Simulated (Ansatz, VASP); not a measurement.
**GaTe2O in VASP and in Ansatz**

INCAR

```
PREC = Accurate
ENCUT = 520
EDIFF = 1E-7
ISMEAR = 0
SIGMA = 0.1
LREAL = False
LASPH = True
NELM = 80
ALGO = Normal
ISIF = 2
LWAVE = False
LCHARG = False
GGA = PE
NBANDS = 24
```

Contents of KPOINTS:

```
regular mesh
0
Gamma
  4 4 4
```

The input POSCAR:

```
GaTe2O
1.0
    2.5523001500     -4.6305805600      0.0000000000
    2.5523001500      4.6305805600      0.0000000000
    0.0000000000      0.0000000000      4.7099658700
Ga Te O
1 2 1
Direct
    0.0000000000      0.0000000000      0.0000000000
    0.0000000000      0.5000000000      0.5000000000
    0.5000000000      0.0000000000      0.5000000000
    0.5000000000      0.5000000000      0.5000000000
```

Input for Ansatz:

```yaml
crystal:
  lattice:
    - [2.55230015, -4.63058056, 0.0]
    - [2.55230015, 4.63058056, 0.0]
    - [0.0, 0.0, 4.70996587]
  atoms:
    - { symbol: Ga, position: [0.0, 0.0, 0.0] }
    - { symbol: Te, position: [0.0, 0.5, 0.5] }
    - { symbol: Te, position: [0.5, 0.0, 0.5] }
    - { symbol: O, position: [0.5, 0.5, 0.5] }
basis:
  ecutwfc: 420
kpoints:
  mp_grid: { grid: [4, 4, 4] }
hamiltonian:
  xc: pbe
scf:
  occupations: { method: gaussian, width: 0.1 }
  lower_state_search: "off"
output:
  forces: true
  stress: true
  eigenvalues: true
```

Alike in both runs: task single point; functional PBE; k mesh 4 × 4 × 4; occupations gaussian, width 0.1 eV; no spin polarisation.

```csv
,VASP,Ansatz
version,VASP 6.6.1,Ansatz 0.2.0
potentials or method,"VASP PAW PBE potentials, release 64 (Ga_d, Te, O), cutoff 520 eV","scalar-relativistic, plane waves, PAW"
valence electrons in the cell,31,51
```

|  | VASP | Ansatz | Ansatz less VASP |
| --- | --- | --- | --- |
| gap on the k mesh at the Fermi level (eV) | none | none | - |
| pressure (GPa) | 5.0 | 5.0 | +0.03 |
| traceless stress, the component that is largest in VASP (GPa) | 19.68 | 19.64 | -0.039 |

A gap of «none» marks a metal or a gap that the smearing closes. VASP's potentials hold 31 valence electrons a cell and Ansatz's 51, so a difference there can come from the potentials and not from the codes.

Spin-orbit coupling is off throughout.
